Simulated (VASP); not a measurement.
Write the native input for VASP 6.6.1 that does the following.

- Task: relaxation of shape and atoms at fixed volume
- Functional: PBEsol
- Potentials or basis: VASP PAW PBE potentials, release 64 (Co, Si)
- Cutoff: 600 eV
- k mesh: 10 × 10 × 12
- Occupations: gaussian, width 0.05 eV
- Spin: collinear spin, ferromagnetic start
- Starting moments: [0.05, 0.0, 0.0] μB
- Dipole correction: no
- Further INCAR settings: ALGO = Normal; EDIFF = 1e-06; IBRION = 2; EDIFFG = -0.01; NSW = 60; ISIF = 4

The structure of CoSi2 lies in POSCAR:

```
CoSi2
1.0
    4.0905745222      0.0000000000      0.0000000000
   -2.0452872611      3.5425414523      0.0000000000
    0.0000000000      0.0000000000      2.4590609435
Co Si
1 2
Direct
    0.0000000000      0.0000000000      0.0000000000
    0.3333333333      0.6666666667      0.5000000000
    0.6666666667      0.3333333333      0.5000000000
```

This cell differs from its parent crystal: volume scaled by 0.980.

These files were run (other wordings do the same):

INCAR

```
SYSTEM = CoSi2
PREC     = Accurate       ! precision mode
ENCUT    = 600            ! plane-wave cutoff, eV
EDIFF    = 1E-6           ! SCF threshold, eV
ISMEAR   = 0              ! smearing method
SIGMA    = 0.05           ! smearing width, eV
LREAL    = .FALSE.        ! projectors in reciprocal space
LASPH    = .TRUE.         ! aspherical terms in the spheres
NELM     = 150            ! most SCF steps
ALGO     = Normal         ! electronic algorithm
ISIF     = 4              ! what is computed and relaxed
LWAVE    = .FALSE.        ! write WAVECAR
LCHARG   = .FALSE.        ! write CHGCAR
ISPIN    = 2              ! spin polarisation
MAGMOM   = 0.05 0 0       ! initial moments
LORBIT   = 11             ! projections on sites
LMAXMIX  = 4              ! l up to which the mixer works
GGA      = PS             ! functional
IBRION   = 2              ! ionic algorithm
NSW      = 60             ! ionic steps
EDIFFG   = -0.01          ! ionic threshold
```

KPOINTS

```
Automatic mesh
0
G
  10 10 12
  0 0 0
```

Potentials or basis: VASP PAW PBE potentials, release 64 (Co, Si).

Run with:

```console
$ cat potpaw_PBE.64/Co/POTCAR potpaw_PBE.64/Si/POTCAR > POTCAR
$ mpirun -np 1 vasp_std > vasp.out
```

Results of the run:

* Energy gained by relaxing: 0.0 meV/atom
* Ionic steps: 2
* Pressure after relaxing: 3.6 GPa
* Net moment: 0.01 μB per cell
* Valence electrons inside the program's atomic spheres: Co 8.30; Si 1.65

Caveat: the PAW data sets were made with another functional, which shifts forces and pressure a little.

It took 2.7 min on 1 thread of AMD EPYC 9R45 (Zen 5), with other jobs on the host, peak memory 0.21 GiB.
